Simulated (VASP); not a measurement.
Write the native input for VASP 6.6.1 that does the following.

```
Task                   : single point
Functional             : PBE
Dispersion             : D3(BJ)
Potentials or basis    : VASP PAW PBE potentials, release 64 (Sb_d_GW, Ga_d, O, C)
Cutoff                 : 520 eV
k mesh                 : 6 × 6 × 1
Occupations            : gaussian, width 0.1 eV
Spin                   : no spin polarisation
Dipole correction      : yes
Further INCAR settings : ALGO = Normal; EDIFF = 1e-06; NBANDS = 42; NELMDL = -8
```

The structure of Ga2Sb2CO lies in POSCAR:

```
Ga2Sb2CO
1.0
    4.3343814621      0.0000000000      0.0000000000
   -2.1671907311      3.7536844559      0.0000000000
    0.0000000000      0.0000000000     23.3197422777
Sb Ga O C
2 2 1 1
Direct
    0.0000000000      0.0000000000      0.1715284823
    0.3333333333      0.6666666667      0.3301590654
    0.3333333333      0.6666666667      0.2094685204
    0.6666666667      0.3333333333      0.3632005095
    0.8888888889      0.4444444444      0.5218643557
    0.8888888889      0.4444444444      0.5711787943
```

These files were run (other wordings do the same):

INCAR

```
SYSTEM = Ga2Sb2CO
  ALGO = Normal
  DIPOL = 0.5 0.5 0.361
  EDIFF = 1E-6
  ENCUT = 520
  GGA = PE
  GGA_COMPAT = .FALSE.
  IDIPOL = 3
  ISIF = 2
  ISMEAR = 0
  IVDW = 12
  LASPH = .TRUE.
  LCHARG = .FALSE.
  LDIPOL = .TRUE.
  LREAL = .FALSE.
  LWAVE = .FALSE.
  NBANDS = 42
  NELM = 120
  NELMDL = -8
  PREC = Accurate
  SIGMA = 0.1
```

KPOINTS

```
k-points
0
G
  6 6 1
  0 0 0
```

Potentials or basis: VASP PAW PBE potentials, release 64 (Sb_d_GW, Ga_d, O, C).

Command:

```sh
$ cat potpaw_PBE.64/Sb_d_GW/POTCAR potpaw_PBE.64/Ga_d/POTCAR potpaw_PBE.64/O/POTCAR potpaw_PBE.64/C/POTCAR > POTCAR
$ mpirun -np 1 vasp_std > vasp.out
```

It gave:

| Quantity | Value |
| --- | --- |
| Largest force | 0.715 eV/Å |
| Band gap on the k mesh | 0.05 eV (least direct gap 0.13 eV) |
| Dispersion energy per atom | -0.162 eV |

Caveat: spin-orbit coupling is left out, which moves the levels of the heavy elements.

Wall time 3.9 min on 1 thread of Intel(R) Xeon(R) 6975P-C (Granite Rapids), on a shared host, peak memory 0.61 GiB.
